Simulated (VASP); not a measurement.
Runs of VASP 6.6.1 on Hg. The structure is that of space group P6/mmm (No. 191), or close to it. The cells are those of the table. 

```tsv
potentials or basis	cell	cutoff (eV)	gap on the mesh (eV)	pressure (GPa)
VASP PAW PBE potentials, release 64 (Hg_sv_GW)	a = 4.447, b = 4.447, c = 3.791 Å, angles 90.0, 90.0, 120.0°, 3 atoms	410	none	10.8
VASP PAW PBE potentials, release 64 (Hg)	a = 4.540, b = 4.560, c = 3.870 Å, angles 90.2, 90.6, 120.4°, 3 atoms	520	none	8.6
VASP PAW PBE potentials, release 64 (Hg_sv_GW)	a = 4.540, b = 4.540, c = 3.831 Å, angles 90.0, 90.0, 120.0°, 3 atoms	410	none	(b)
VASP PAW PBE potentials, release 64 (Hg_sv_GW)	a = 4.555, b = 4.555, c = 3.883 Å, angles 90.0, 90.0, 120.0°, 3 atoms	410	none	(a)
VASP PAW PBE potentials, release 64 (Hg_sv_GW)	a = 4.540, b = 4.540, c = 3.947 Å, angles 90.0, 90.0, 120.0°, 3 atoms	410	none	4.3
```

Alike in all rows: task electric field gradients; level PBEsol; no spin polarisation; k mesh 8 × 8 × 9; smearing fermi-dirac 0.05 eV.

Task: Estimate the missing entries.

Result: (a) 4.2; (b) 5.4.

Caveats: the PAW data sets were made with another functional, which shifts forces and pressure a little; spin-orbit coupling is left out, which moves the levels of the heavy elements; the stress differs along the axes, from -4 to 8 GPa (at least some runs); the stress differs along the axes, from -1 to 17 GPa (at least some runs); the stress differs along the axes, from -0 to 13 GPa (at least some runs); the stress differs along the axes, from -3 to 10 GPa (at least some runs).

A k mesh can miss the band edges, and the runs leave out spin-orbit coupling on Hg.

A gap of «none» marks levels without a gap at the run's occupations.

The runs don't all hold the same shells in valence.
